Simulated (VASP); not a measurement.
# Ga3Se (Pm-3m) in VASP: a series of runs, part 2 of 2

VASP 6.6.1. The steps go on from the part before.

**6. Single point, PBEsol**

This run uses another cell than the first one, of 22.21 Å³/atom, 1.085 times its volume.

INCAR reads:

```
ALGO = Normal
EDIFF = 1E-7
ENCUT = 520
GGA = PS
ISIF = 2
ISMEAR = -1
LASPH = T
LCHARG = F
LREAL = F
LWAVE = F
NBANDS = 30
NELM = 100
PREC = Accurate
SIGMA = 0.05
```

KPOINTS reads:

```
k-points
0
Gamma
  6 6 6
```

POSCAR reads:

```
Ga3Se
1.0
    4.4618199283      0.0000000000      0.0000000000
    0.0000000000      4.4618199283      0.0000000000
    0.0000000000      0.0000000000      4.4618199283
Se Ga
1 3
Direct
    0.0000000000      0.0000000000      0.0000000000
    0.5000000000      0.5000000000      0.0000000000
    0.5000000000      0.0000000000      0.5000000000
    0.0000000000      0.5000000000      0.5000000000
```

Potentials or basis: VASP PAW PBE potentials, release 64 (Se, Ga_d).

Command:

```
cat potpaw_PBE.64/Se/POTCAR potpaw_PBE.64/Ga_d/POTCAR > POTCAR
mpirun -np 1 vasp_std > vasp.out
```

OUTCAR:

```text
EDIFF = 1E-7
   ENCUT = 520
   GGA = PS
   ISIF = 2
   ISMEAR = -1
   LASPH = T
   LREAL = F
   NELM = 100
   PREC = Accurate

 ion  position               nearest neighbor table
   1  0.000  0.000  0.000-
   2  0.500  0.500  0.000-
   3  0.500  0.000  0.500-
   4  0.000  0.500  0.500-

  LATTYP: Found a simple cubic cell.
 ALAT       =     4.4618199283

  Lattice vectors:

 A1 = (   4.4618199283,   0.0000000000,   0.0000000000)
 A2 = (   0.0000000000,   4.4618199283,   0.0000000000)
 A3 = (   0.0000000000,   0.0000000000,   4.4618199283)

Analysis of symmetry for initial positions (statically):
=====================================================================
 Subroutine PRICEL returns:
 Original cell was already a primitive cell.

 Routine SETGRP: Setting up the symmetry group for a
 simple cubic supercell.

 Subroutine GETGRP returns: Found 48 space group operations
[... 159 lines left out ...]
  ---------------------------------------------------
  free energy    TOTEN  =       -13.90577942 eV

  energy without entropy =      -13.89455658  energy(sigma->0) =      -13.90016800

 E-fermi :   4.3112     XC(G=0): -10.3147

 val. band max:        4.2970620614   @ k =   0.5000   0.1667   0.0000
 cond. band min:       4.4061152374   @ k =   0.5000   0.3333   0.1667
 fundamental gap:      0.1090531760
 Fermi energy:         4.3111675412

 k-point     1 :       0.0000    0.0000    0.0000
  band No.  band energies     occupation
      1     -10.6541      2.00000
      2     -10.6362      2.00000
      3     -10.6362      2.00000
      4     -10.6362      2.00000
      5     -10.5857      2.00000
      6     -10.5857      2.00000
[... 649 lines left out ...]
     29      12.7239      0.00000
     30      12.7239      0.00000

------------------------ aborting loop because EDIFF is reached ----------------------------------------

  FORCE on cell =-STRESS in cart. coord.  units (eV):
  Direction    XX          YY          ZZ          XY          YZ          ZX
  --------------------------------------------------------------------------------------
  -------------------------------------------------------------------------------------
  Total       -2.3141287     -2.3141287     -2.3141287      0.0000000      0.0000000      0.0000000
  in kB      -41.7409151    -41.7409151    -41.7409151      0.0000000      0.0000000      0.0000000
  external PRESSURE =     -41.7409151 kB  Pullay stress =       0.0000000 kB

 VOLUME and BASIS-vectors are now :
 -----------------------------------------------------------------------------
  energy-cutoff  :      520.00
  volume of cell :       88.83
      direct lattice vectors                 reciprocal lattice vectors
     4.461819928  0.000000000  0.000000000     0.224123792  0.000000000  0.000000000
     0.000000000  4.461819928  0.000000000     0.000000000  0.224123792  0.000000000
     0.000000000  0.000000000  4.461819928     0.000000000  0.000000000  0.224123792

 POSITION                                       TOTAL-FORCE (eV/Angst)
 -----------------------------------------------------------------------------------
      0.00000      0.00000      0.00000         0.000000      0.000000      0.000000
      2.23091      2.23091      0.00000         0.000000      0.000000      0.000000
      2.23091      0.00000      2.23091         0.000000      0.000000      0.000000
      0.00000      2.23091      2.23091         0.000000      0.000000      0.000000
 -----------------------------------------------------------------------------------
    total drift:                                0.000000      0.000000      0.000000

  FREE ENERGIE OF THE ION-ELECTRON SYSTEM (eV)
  ---------------------------------------------------
  free  energy   TOTEN  =       -13.9057794198 eV

  energy  without entropy=      -13.8945565848  energy(sigma->0) =      -13.90016800
```

OSZICAR:

```text
N       E                     dE             d eps       ncg     rms          rms(c)
DAV:   1     0.308287636444E+03    0.30829E+03   -0.21961E+04  1230   0.243E+03
DAV:   2     0.262003699958E+02   -0.28209E+03   -0.27334E+03  1226   0.513E+02
DAV:   3    -0.123727020305E+02   -0.38573E+02   -0.37212E+02  1412   0.140E+02
DAV:   4    -0.140405567161E+02   -0.16679E+01   -0.16593E+01  1392   0.291E+01
DAV:   5    -0.140719034061E+02   -0.31347E-01   -0.31317E-01  1418   0.413E+00    0.297E+00
DAV:   6    -0.139187418509E+02    0.15316E+00   -0.42443E-01  1594   0.690E+00    0.170E+00
DAV:   7    -0.139096746314E+02    0.90672E-02   -0.51973E-02  1376   0.131E+00    0.733E-01
DAV:   8    -0.139059144428E+02    0.37602E-02   -0.86608E-03  1430   0.662E-01    0.711E-02
DAV:   9    -0.139057708377E+02    0.14361E-03   -0.16026E-03  1520   0.305E-01    0.428E-02
DAV:  10    -0.139057757047E+02   -0.48669E-05   -0.19502E-04  1434   0.146E-01    0.148E-02
DAV:  11    -0.139057800095E+02   -0.43049E-05   -0.28341E-05  1456   0.486E-02    0.104E-02
DAV:  12    -0.139057795098E+02    0.49975E-06   -0.48757E-06  1530   0.200E-02    0.135E-03
DAV:  13    -0.139057794198E+02    0.89935E-07   -0.98565E-07  1690   0.655E-03
   1 F= -.13905779E+02 E0= -.13900168E+02  d E =-.112228E-01
```

Run time: 19 s. Hardware: 1 thread of Intel Xeon 6975P-C (Granite Rapids), shared host; peak memory 0.22 GiB.

Results:

* Free energy: -13.9058 eV
* Pressure: -4.2 GPa

Caveat: the PAW data sets were made with another functional, which shifts forces and pressure a little.

**7. Overview**

| cell | gap on the mesh (eV) | pressure (GPa) |
| --- | --- | --- |
| a = 4.342 Å, 4 atoms | none | -1.2 |
| a = 4.373 Å, 4 atoms | none | -2.1 |
| a = 4.403 Å, 4 atoms | none | -2.8 |
| a = 4.432 Å, 4 atoms | none | -3.6 |
| a = 4.462 Å, 4 atoms | none | -4.2 |

Alike in all rows: task single point; level PBEsol; potentials or basis VASP PAW PBE potentials, release 64 (Se, Ga_d); no spin polarisation; k mesh 6 × 6 × 6; cutoff (eV) 520; smearing fermi-dirac 0.05 eV.

Caveats: the PAW data sets were made with another functional, which shifts forces and pressure a little.

Total energies depend on the potentials used, so only differences within one code and one set of settings carry meaning.
